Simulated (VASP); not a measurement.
**BN: single point with PBEsol**

The system is BN.

```
CELL_PARAMETERS angstrom
2.44051 0.00000 0.00000
-1.22026 2.11355 0.00000
0.00000 0.00000 6.69311
ATOMIC_POSITIONS crystal
B 0.33333 0.66667 0.25000
B 0.66667 0.33333 0.75000
N 0.33333 0.66667 0.75000
N 0.66667 0.33333 0.25000
```

This cell differs from its parent crystal: volume 8.631 Å^3 an atom, c/a of the conventional cell 2.7425.

| Item | Value |
| --- | --- |
| Program | VASP 6.6.1 |
| Task | single point |
| Functional | PBEsol |
| Potentials or basis | VASP PAW PBE potentials, release 64 (B, N) |
| Cutoff | 520 eV |
| k mesh | 12 × 12 × 4 |
| Occupations | gaussian, width 0.05 eV |
| Spin | no spin polarisation |

```json
{
  "Pressure": "21.3 GPa",
  "Band gap on the k mesh": "4.30 eV, indirect (least direct gap 4.77 eV)"
}
```

Stress tensor (GPa, compression positive):
```
31.63  0.00  0.00
 0.00 31.63  0.00
 0.00  0.00  0.70
```

Levels at points of the mesh, in eV from the valence-band top:
| k point | band 4 | band 5 | band 6 | band 7 | band 8 | band 9 | band 10 | band 11 | band 12 | band 13 |
| --- | --- | --- | --- | --- | --- | --- | --- | --- | --- | --- |
| (0.00, 0.00, 0.00) | -4.61 | -1.21 | -1.21 | -1.18 | -1.18 | 4.97 | 10.28 | 12.17 | 12.17 | 12.27 |
| (0.50, 0.00, 0.00) | -9.17 | -4.25 | -4.19 | -1.50 | -0.54 | 4.30 | 5.71 | 10.12 | 10.75 | 12.72 |
| (0.00, 0.00, 0.50) | -5.74 | -1.19 | -1.19 | -1.19 | -1.19 | 7.40 | 7.40 | 12.22 | 12.22 | 12.22 |
| (0.50, 0.00, 0.50) | -9.20 | -4.22 | -4.22 | -1.01 | -1.01 | 4.79 | 4.79 | 10.65 | 10.65 | 13.73 |

Wall time 29 s on 1 thread of Intel Xeon 6975P-C, on a shared host, peak memory 0.15 GiB.

Caveat: the PAW data sets were made with another functional, which shifts forces and pressure a little; this functional lacks dispersion, which binds the layers, so the pressure and a relaxed spacing across them are unreliable. A k mesh can miss the band edges.
